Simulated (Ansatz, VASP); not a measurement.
Two plane-wave programs on KBr

```
CELL_PARAMETERS angstrom
0.00000 3.68830 3.68830
3.68830 0.00000 3.68830
3.68830 3.68830 0.00000
ATOMIC_POSITIONS crystal
K 0.00000 0.00000 0.00000
Br 0.25000 0.25000 0.25000
```

Alike in both runs: task single point; functional PBE-based screened hybrid with a share of 0.4 of exact exchange and HFSCREEN = 0.5; k mesh 4 × 4 × 4; no spin polarisation.

```csv
,VASP,Ansatz
version,VASP 6.6.1,Ansatz 0.2.0
potentials or method,"VASP PAW PBE potentials, release 64 (K_sv, Br)",plane waves
plane-wave cutoff (eV),520,420
occupations,"gaussian, width 0.01 eV",fixed
valence electrons in the cell,16,16
```

|  | VASP | Ansatz | Ansatz less VASP |
| --- | --- | --- | --- |
| gap on the k mesh at the Fermi level (eV) | 5.16 | 5.16 | +0.001 |
| pressure (GPa) | 0.1 | 0.1 | -0.01 |

VASP's potentials were made for PBE, not for PBE-based screened hybrid. Ansatz's warnings: stress exchange threshold loose, stress scf threshold loose.
